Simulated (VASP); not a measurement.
# C (P6_3/mmc) in VASP: a series of runs

C is run at these levels: r2SCAN; tasks: single point.

Everything below comes from runs of VASP 6.6.1. Logs are shortened: lines on timing, memory, paths and dates and some standing lists are left out, and cuts for length are marked.

## (1) The cell of the first run

It takes space group P6_3/mmc (No. 194, hexagonal). Conventional cell: a = 2.478 Å, b = 2.478 Å, c = 4.127 Å, α = 90.00°, β = 90.00°, γ = 120.00°. Within 2.0 Å of C (site symmetry 3m) lie 4 C at 1.52 to 1.55 Å.

## (2) Single point, r2SCAN (volume changed by -3%)

The input, POSCAR:

```
C
1.0
    2.4779088412      0.0000000000      0.0000000000
   -1.2389544206      2.1459320047      0.0000000000
    0.0000000000      0.0000000000      4.1267566221
C
4
Direct
    0.3333333333      0.6666666667      0.0002313166
    0.6666666667      0.3333333333      0.5002313166
    0.3333333333      0.6666666667      0.3747686834
    0.6666666667      0.3333333333      0.8747686834
```

The input, INCAR.step1:

```
SYSTEM = C
PREC = Accurate
ENCUT = 520
ISMEAR = 0
SIGMA = 0.01
LREAL = .False.
LASPH = .True.
NELM = 80
NBANDS = 16
GGA = PE
ALGO = Normal
EDIFF = 1E-4
LWAVE = .True.
LCHARG = .False.
```

The input, INCAR.step2:

```
SYSTEM = C
PREC = Accurate
ENCUT = 520
EDIFF = 1E-6
ISMEAR = 0
SIGMA = 0.01
LREAL = .False.
LASPH = .True.
NELM = 80
ALGO = Normal
ISIF = 2
LWAVE = .False.
LCHARG = .False.
METAGGA = R2SCAN
LMIXTAU = .True.
NBANDS = 16
ISTART = 1
```

The input, KPOINTS:

```
Automatic mesh
0
Gamma
  9 9 6
  0 0 0
```

Potentials or basis: VASP PAW PBE potentials, release 64 (C).

Run with:

```console
$ cat potpaw_PBE.64/C/POTCAR > POTCAR
$ cp INCAR.step1 INCAR
$ mpirun -np 1 vasp_std > vasp.out
$ cp INCAR.step2 INCAR
$ mpirun -np 1 vasp_std > vasp.out
```

OUTCAR:

```text
SYSTEM = C
   PREC = Accurate
   ENCUT = 520
   EDIFF = 1E-6
   ISMEAR = 0
   LREAL = .False.
   LASPH = .True.
   NELM = 80
   ISIF = 2
   METAGGA = R2SCAN
   ISTART = 1

 ion  position               nearest neighbor table
   1  0.333  0.667  0.000-   4 1.52   4 1.52   4 1.52   3 1.55
   2  0.667  0.333  0.500-   3 1.52   3 1.52   3 1.52   4 1.55
   3  0.333  0.667  0.375-   2 1.52   2 1.52   2 1.52   1 1.55
   4  0.667  0.333  0.875-   1 1.52   1 1.52   1 1.52   2 1.55

  LATTYP: Found a hexagonal cell.
 ALAT       =     2.4779088412
 C/A-ratio  =     1.6654190636

  Lattice vectors:

 A1 = (   2.4779088412,   0.0000000000,   0.0000000000)
 A2 = (  -1.2389544206,   2.1459320047,   0.0000000000)
 A3 = (   0.0000000000,   0.0000000000,   4.1267566221)

Analysis of symmetry for initial positions (statically):
=====================================================================
 Subroutine PRICEL returns:
 Original cell was already a primitive cell.

 Routine SETGRP: Setting up the symmetry group for a
 hexagonal supercell.

 Subroutine GETGRP returns: Found 24 space group operations
 (whereof  6 operations were pure point group operations)
 out of a pool of 24 trial point group operations.

The static configuration has the point symmetry C_3v.
 The point group associated with its full space group is D_6h.

Analysis of symmetry for dynamics (positions and initial velocities):
=====================================================================
 Subroutine PRICEL returns:
 Original cell was already a primitive cell.

 Routine SETGRP: Setting up the symmetry group for a
 hexagonal supercell.

 Subroutine GETGRP returns: Found 24 space group operations
 (whereof  6 operations were pure point group operations)
 out of a pool of 24 trial point group operations.

The dynamic configuration has the point symmetry C_3v.
 The point group associated with its full space group is D_6h.

 Subroutine INISYM returns: Found 24 space group operations
 (whereof  6 operations are pure point group operations),
 and found     1 'primitive' translations

----------------------------------------------------------------------------------------

                                     Primitive cell

  volume of cell :      21.9437

  direct lattice vectors                    reciprocal lattice vectors
     2.477908841  0.000000000  0.000000000     0.403566097  0.232998995  0.000000000
    -1.238954421  2.145932005  0.000000000     0.000000000  0.465997990  0.000000000
     0.000000000  0.000000000  4.126756622     0.000000000  0.000000000  0.242321051

  length of vectors
     2.477908841  2.477908841  4.126756622     0.465997990  0.465997990  0.242321051

  position of ions in fractional coordinates (direct lattice)
     0.333333333  0.666666667  0.000231317
     0.666666667  0.333333333  0.500231317
     0.333333333  0.666666667  0.374768683
     0.666666667  0.333333333  0.874768683

  ion indices of the primitive-cell ions
   primitive index   ion index
                 1           1
                 2           2
                 3           3
                 4           4

----------------------------------------------------------------------------------------

 KPOINTS: Automatic mesh

Automatic generation of k-mesh.
 Grid dimensions read from file:
 generate k-points for:    9    9    6

 Generating k-lattice:

  Cartesian coordinates                     Fractional coordinates (reciprocal lattice)
     0.044840677  0.025888777  0.000000000     0.111111111  0.000000000  0.000000000
     0.000000000  0.051777554  0.000000000     0.000000000  0.111111111  0.000000000
     0.000000000  0.000000000  0.040386842     0.000000000  0.000000000  0.166666667

  Length of vectors
     0.051777554  0.051777554  0.040386842

  Shift w.r.t. Gamma in fractional coordinates (k-lattice)
     0.000000000  0.000000000  0.000000000

 Subroutine IBZKPT returns following result:
 ===========================================

 Found     48 irreducible k-points:

 Following reciprocal coordinates:
            Coordinates               Weight
  0.000000  0.000000  0.000000      1.000000
  0.111111  0.000000  0.000000      6.000000
  0.222222 -0.000000  0.000000      6.000000
  0.333333  0.000000  0.000000      6.000000
  0.444444 -0.000000  0.000000      6.000000
  0.111111  0.111111  0.000000      6.000000
[... 16 lines left out ...]
  0.333333  0.222222  0.166667     24.000000
  0.333333  0.333333  0.166667      4.000000
 [... further k-points ...]
   k-points           NKPTS =     48   k-points in BZ     NKDIM =     48   number of bands    NBANDS=     16
   number of dos      NEDOS =    301   number of ions     NIONS =      4
   total plane-waves  NPLWV =  10368
   dimension x,y,z NGX =    18 NGY =   18 NGZ =   32
   dimension x,y,z NGXF=    36 NGYF=   36 NGZF=   64
   ions per type =               4
   NGX,Y,Z   is equivalent  to a cutoff of  12.08, 12.08, 12.89 a.u.
   NGXF,Y,Z  is equivalent  to a cutoff of  24.15, 24.15, 25.78 a.u.
 SYSTEM =  C
   PREC   = accura    normal or accurate (medium, high low for compatibility)
   ISTART =      1    job   : 0-new  1-cont  2-samecut
   ICHARG =      0    charge: 1-file 2-atom 10-const
   ISPIN  =      1    spin polarized calculation?
   LNONCOLLINEAR =      F non collinear calculations
   LSORBIT =      F    spin-orbit coupling
   LASPH  =      T    aspherical Exc in radial PAW
   ENCUT  =  520.0 eV  38.22 Ry    6.18 a.u.   4.61  4.61  7.67*2*pi/ulx,y,z
   NELM   =     80;   NELMIN=  2; NELMDL=  0     # of ELM steps
   EDIFF  = 0.1E-05   stopping-criterion for ELM
   LREAL  =      F    real-space projection
   EDIFFG = 0.1E-04   stopping-criterion for IOM
   NSW    =      0    number of steps for IOM
   IBRION =     -1    ionic relax: 0-MD 1-quasi-New 2-CG
   NFREE  =      0    steps in history (QN), initial steepest desc. (CG)
   ISIF   =      2    stress and relaxation
   ISYM   =      2    0-nonsym 1-usesym 2-fastsym
   POTIM  = 0.5000    time-step for ionic-motion
   TEBEG  =    0.0;   TEEND  =   0.0 temperature during run
   PSTRESS=    0.0 pullay stress
   NELECT =      16.0000    total number of electrons
   NUPDOWN=      -1.0000    fix difference up-down
   EMIN   =  10.00;   EMAX   =-10.00  energy-range for DOS
   EFERMI =   0.00;   METHOD = LEGACY
   ISMEAR =     0;   SIGMA  =   0.01  broadening in eV -4-tet -1-fermi 0-gaus
   EFERMI_NEDOS =   21; number of points for ismear=-14 and -15
   IALGO  =     38    algorithm
   IMIX   =      4    mixing-type and parameters
     AMIX     =   0.40;   BMIX     =  1.00
     AMIX_MAG =   1.60;   BMIX_MAG =  1.00
  volume/ion in A,a.u.               =       5.49        37.02
  Fermi-wavevector in a.u.,A,eV,Ry     =   1.473482  2.784477 29.540271  2.171149
  Thomas-Fermi vector in A             =   2.588370
   LORBIT       =      0    0 simple, 1 ext, 2 COOP (PROOUT), +10 PAW based schemes
   METAGGA = R2SCAN    functional components
   LHFCALC =     F    Hartree Fock is set to
   AEXX    =    0.0000 exact exchange contribution
   IVDW    =     0    specifies the selected vdW correction
   LEPSILON=     F    determine dielectric tensor
   LRPA    =     F    only Hartree local field effects (RPA)
 non-spin polarized calculation
 Gauss-broadening in eV      SIGMA  =   0.01
  energy-cutoff  :      520.00
  volume of cell :       21.94
 maximum number of plane-waves:       605
   NGX =  9   NGY =  9   NGZ = 15

 number of electron      15.9999994 magnetization

 Free energy of the ion-electron system (eV)
  ---------------------------------------------------
  ext. energy  EPLUGINS =         0.00000000
  ---------------------------------------------------
  free energy    TOTEN  =       -39.16784860 eV

  energy without entropy =      -39.16784860  energy(sigma->0) =      -39.16784860

 E-fermi :  10.6905     XC(G=0): -14.4349

 val. band max:       10.5214154517   @ k =   0.0000   0.0000   0.0000
 cond. band min:      13.9812195081   @ k =   0.3333   0.3333   0.0000
 fundamental gap:      3.4598040564
 Fermi energy:        10.6905080074

 k-point     1 :       0.0000    0.0000    0.0000
  band No.  band energies     occupation
      1     -12.9811      2.00000
      2      -7.0608      2.00000
      3      -4.2437      2.00000
      4       7.1432      2.00000
      5       7.1432      2.00000
      6       9.9984      2.00000
[... 8 lines left out ...]
     15      25.9971      0.00000
     16      29.5461      0.00000

 k-point     2 :       0.1111    0.0000    0.0000
  band No.  band energies     occupation
      1     -12.6532      2.00000
      2      -6.7627      2.00000
      3      -3.9414      2.00000
      4       5.5765      2.00000
      5       6.4913      2.00000
      6       9.1719      2.00000
[... 8 lines left out ...]
     15      26.4034      0.00000
     16      28.0921      0.00000

 k-point     3 :       0.2222   -0.0000    0.0000
  band No.  band energies     occupation
      1     -11.6768      2.00000
      2      -5.8744      2.00000
      3      -3.0843      2.00000
      4       2.3433      2.00000
      5       5.2260      2.00000
      6       6.3488      2.00000
[... 8 lines left out ...]
     15      26.0840      0.00000
     16      27.4571      0.00000

 k-point     4 :       0.3333    0.0000    0.0000
  band No.  band energies     occupation
      1     -10.0832      2.00000
      2      -4.4180      2.00000
      3      -2.3018      2.00000
      4      -0.5560      2.00000
      5       3.2487      2.00000
      6       4.1378      2.00000
[... 8 lines left out ...]
     15      26.7815      0.00000
     16      28.1760      0.00000
[... 324 lines left out ...]
 k-point    22 :       0.2222    0.2222    0.1667
  band No.  band energies     occupation
      1      -8.9550      2.00000
      2      -4.6497      2.00000
      3      -1.7073      2.00000
      4       1.0356      2.00000
      5       1.2182      2.00000
      6       2.3724      2.00000
[... 8 lines left out ...]
     15      25.2614      0.00000
     16      28.0050      0.00000

 k-point    23 :       0.3333    0.2222    0.1667
  band No.  band energies     occupation
      1      -6.9551      2.00000
      2      -4.0741      2.00000
      3      -2.5599      2.00000
      4      -0.0848      2.00000
      5       0.2580      2.00000
      6       2.3653      2.00000
[... 8 lines left out ...]
     15      26.9699      0.00000
     16      28.4451      0.00000

 k-point    24 :       0.3333    0.3333    0.1667
  band No.  band energies     occupation
      1      -5.1778      2.00000
      2      -5.1778      2.00000
      3      -1.2868      2.00000
      4      -0.9267      2.00000
      5      -0.9267      2.00000
      6       2.4050      2.00000
[... 8 lines left out ...]
     15      27.4339      0.00000
     16      27.4339      0.00000

 [... further k-points ...]

------------------------ aborting loop because EDIFF is reached ----------------------------------------

  FORCE on cell =-STRESS in cart. coord.  units (eV):
  Direction    XX          YY          ZZ          XY          YZ          ZX
  --------------------------------------------------------------------------------------
  -------------------------------------------------------------------------------------
  Total        2.1538075      2.1538075      2.1737874      0.0000000     -0.0000000      0.0000000
  in kB      157.2560362    157.2560362    158.7148296      0.0000000     -0.0000000      0.0000000
  external PRESSURE =     157.7423007 kB  Pullay stress =       0.0000000 kB

 VOLUME and BASIS-vectors are now :
 -----------------------------------------------------------------------------
  energy-cutoff  :      520.00
  volume of cell :       21.94
      direct lattice vectors                 reciprocal lattice vectors
     2.477908841  0.000000000  0.000000000     0.403566097  0.232998995  0.000000000
    -1.238954421  2.145932005  0.000000000     0.000000000  0.465997990  0.000000000
     0.000000000  0.000000000  4.126756622     0.000000000  0.000000000  0.242321051

 POSITION                                       TOTAL-FORCE (eV/Angst)
 -----------------------------------------------------------------------------------
     -0.00000      1.43062      0.00095        -0.000000     -0.000000      0.048417
      1.23895      0.71531      2.06433         0.000000      0.000000      0.048417
     -0.00000      1.43062      1.54658        -0.000000     -0.000000     -0.048417
      1.23895      0.71531      3.60996         0.000000      0.000000     -0.048417
 -----------------------------------------------------------------------------------
    total drift:                               -0.000000      0.000000      0.000000

  FREE ENERGIE OF THE ION-ELECTRON SYSTEM (eV)
  ---------------------------------------------------
  free  energy   TOTEN  =       -39.1678485953 eV

  energy  without entropy=      -39.1678485953  energy(sigma->0) =      -39.16784860
```

It took 30 s on 1 thread of AMD EPYC 9R14 (Zen 4), shared host; peak memory 0.1 GiB.

Results:

| Property | Result |
| --- | --- |
| Free energy | -39.1678 eV |
| Pressure | 15.8 GPa |
| Largest force | 0.048 eV/Å |
| Band gap on the k mesh | 3.46 eV, indirect (least direct gap 5.24 eV) |

Forces in eV/Å, atoms in the order of the input:
```
C    0.000  0.000  0.048
C    0.000  0.000  0.048
C    0.000  0.000 -0.048
C    0.000  0.000 -0.048
```

Levels at points of the mesh, in eV from the valence-band top:
```tsv
k point	band 4	band 5	band 6	band 7	band 8	band 9	band 10	band 11	band 12	band 13
(0.00, 0.00, 0.00)	-3.38	-3.38	-0.52	0.00	0.00	5.24	5.24	5.66	8.86	10.22
(0.00, 0.00, 0.50)	-7.66	-2.03	-2.03	-2.03	-2.03	7.73	7.73	7.73	7.73	8.32
```

Caveat: the cell differs from its parent crystal (volume changed by -3%); the PAW data sets were made with another functional, which shifts forces and pressure a little. A k mesh can miss the band edges.

## (3) Single point, r2SCAN

This run uses another cell than the first one, of 5.66 Å³/atom, 1.031 times its volume.

The input, POSCAR:

```
C
1.0
    2.5031953718      0.0000000000      0.0000000000
   -1.2515976859      2.1678307826      0.0000000000
    0.0000000000      0.0000000000      4.1688692921
C
4
Direct
    0.3333333333      0.6666666667      0.0002313166
    0.6666666667      0.3333333333      0.5002313166
    0.3333333333      0.6666666667      0.3747686834
    0.6666666667      0.3333333333      0.8747686834
```

The input, INCAR.step1:

```
PREC     = Accurate       # precision mode
ENCUT    = 520            # plane-wave cutoff, eV
ISMEAR   = 0              # smearing method
SIGMA    = 0.01           # smearing width, eV
LREAL    = F              # projectors in reciprocal space
LASPH    = T              # aspherical terms in the spheres
NELM     = 80             # most SCF steps
NBANDS   = 16             # bands
GGA      = PE             # functional
ALGO     = Normal         # electronic algorithm
EDIFF    = 1E-4           # SCF threshold, eV
LWAVE    = T              # write WAVECAR
LCHARG   = F              # write CHGCAR
```

The input, INCAR.step2:

```
PREC     = Accurate       # precision mode
ENCUT    = 520            # plane-wave cutoff, eV
EDIFF    = 1E-6           # SCF threshold, eV
ISMEAR   = 0              # smearing method
SIGMA    = 0.01           # smearing width, eV
LREAL    = F              # projectors in reciprocal space
LASPH    = T              # aspherical terms in the spheres
NELM     = 80             # most SCF steps
ALGO     = Normal         # electronic algorithm
ISIF     = 2              # what is computed and relaxed
LWAVE    = F              # write WAVECAR
LCHARG   = T              # write CHGCAR
METAGGA  = R2SCAN         # meta-GGA
LMIXTAU  = T            
LELF     = T              # ELF
LVHAR    = T            
NBANDS   = 16             # bands
ISTART   = 1
```

The input, KPOINTS:

```
regular mesh
0
Gamma
  9 9 6
```

Potentials or basis: VASP PAW PBE potentials, release 64 (C).

Run with:

```console
$ cat potpaw_PBE.64/C/POTCAR > POTCAR
$ cp INCAR.step1 INCAR
$ mpirun -np 1 vasp_std > vasp.out
$ cp INCAR.step2 INCAR
$ mpirun -np 1 vasp_std > vasp.out
```

It took 46 s on 1 thread of AMD EPYC 9R14 (Zen 4), shared host; peak memory 0.11 GiB.

The run converged. Its results:

* Free energy: -39.2043 eV
* Pressure: 1.0 GPa
* Largest force: 0.009 eV/Å
* Band gap on the k mesh: 3.56 eV, indirect (least direct gap 5.19 eV)

Forces in eV/Å, atoms in the order of the input:
```
C    0.000  0.000  0.009
C    0.000  0.000  0.009
C    0.000  0.000 -0.009
C    0.000  0.000 -0.009
```

Stress tensor (GPa, compression positive):
```
1.06 0.00 0.00
0.00 1.06 0.00
0.00 0.00 0.97
```

Levels at points of the mesh, in eV from the valence-band top:
| k point | band 5 | band 6 | band 7 | band 8 | band 9 | band 10 | band 11 | band 12 |
| --- | --- | --- | --- | --- | --- | --- | --- | --- |
| (0.00, 0.00, 0.00) | -3.28 | -0.50 | 0.00 | 0.00 | 5.19 | 5.19 | 5.58 | 8.47 |
| (0.00, 0.00, 0.50) | -1.97 | -1.97 | -1.97 | -1.97 | 7.62 | 7.62 | 7.62 | 7.62 |

Caveat: the PAW data sets were made with another functional, which shifts forces and pressure a little.

## (4) Single point, r2SCAN (volume changed by +3%)

The input, POSCAR:

```
C
1.0
    2.5279810963      0.0000000000      0.0000000000
   -1.2639905482      2.1892958497      0.0000000000
    0.0000000000      0.0000000000      4.2101479103
C
4
Direct
    0.3333333333      0.6666666667      0.0002313166
    0.6666666667      0.3333333333      0.5002313166
    0.3333333333      0.6666666667      0.3747686834
    0.6666666667      0.3333333333      0.8747686834
```

The input, INCAR.step1:

```
  PREC = Accurate
  ENCUT = 520
  ISMEAR = 0
  SIGMA = 0.01
  LREAL = False
  LASPH = True
  NELM = 60
  NBANDS = 16
  GGA = PE
  ALGO = Normal
  EDIFF = 1E-4
  LWAVE = True
  LCHARG = False
```

The input, INCAR.step2:

```
  PREC = Accurate
  ENCUT = 520
  EDIFF = 1E-6
  ISMEAR = 0
  SIGMA = 0.01
  LREAL = False
  LASPH = True
  NELM = 60
  ALGO = Normal
  ISIF = 2
  LWAVE = False
  LCHARG = False
  METAGGA = R2SCAN
  LMIXTAU = True
  NBANDS = 16
  ISTART = 1
```

The input, KPOINTS:

```
Automatic mesh
0
Gamma
  9 9 6
```

Run with:

```console
$ cat potpaw_PBE.64/C/POTCAR > POTCAR
$ cp INCAR.step1 INCAR
$ mpirun -np 1 vasp_std > vasp.out
$ cp INCAR.step2 INCAR
$ mpirun -np 1 vasp_std > vasp.out
```

Wall time 50 s (1 thread of AMD EPYC 9R14 (Zen 4), shared host); peak memory 0.11 GiB.

Results (log left out):

* Free energy: -39.1827 eV
* Pressure: -11.6 GPa
* Largest force: 0.026 eV/Å
* Band gap on the k mesh: 3.66 eV, indirect (least direct gap 5.15 eV)

Forces on the atoms (eV/Å):
```
C    0.000  0.000 -0.026
C    0.000  0.000 -0.026
C    0.000  0.000  0.026
C    0.000  0.000  0.026
```

Stress tensor (GPa, compression positive):
```
-11.55   0.00   0.00
  0.00 -11.55   0.00
  0.00   0.00 -11.80
```

Levels at points of the mesh, in eV from the valence-band top:
| k point | band 5 | band 6 | band 7 | band 8 | band 9 | band 10 | band 11 | band 12 |
| --- | --- | --- | --- | --- | --- | --- | --- | --- |
| (0.00, 0.00, 0.00) | -3.18 | -0.48 | 0.00 | 0.00 | 5.15 | 5.15 | 5.50 | 8.09 |
| (0.00, 0.00, 0.50) | -1.91 | -1.91 | -1.91 | -1.91 | 7.50 | 7.50 | 7.50 | 7.50 |

Caveat: the cell differs from its parent crystal (volume changed by +3%); the PAW data sets were made with another functional, which shifts forces and pressure a little. A k mesh can miss the band edges.

## (5) Summary

```csv
cell,gap on the mesh (eV),pressure (GPa),largest force (eV/Å)
"a = 2.478, b = 2.478, c = 4.127 Å, angles 90.0, 90.0, 120.0°, 4 atoms",3.46,15.8,0.05
"a = 2.503, b = 2.503, c = 4.169 Å, angles 90.0, 90.0, 120.0°, 4 atoms",3.56,1.0,0.01
"a = 2.528, b = 2.528, c = 4.210 Å, angles 90.0, 90.0, 120.0°, 4 atoms",3.66,-11.6,0.03
```

Alike in all rows: task single point; level r2SCAN; potentials or basis VASP PAW PBE potentials, release 64 (C); no spin polarisation; k mesh 9 × 9 × 6; cutoff (eV) 520; smearing gaussian 0.01 eV.

Caveats: the PAW data sets were made with another functional, which shifts forces and pressure a little.

Absolute energies hang on the potentials; compare differences alone.
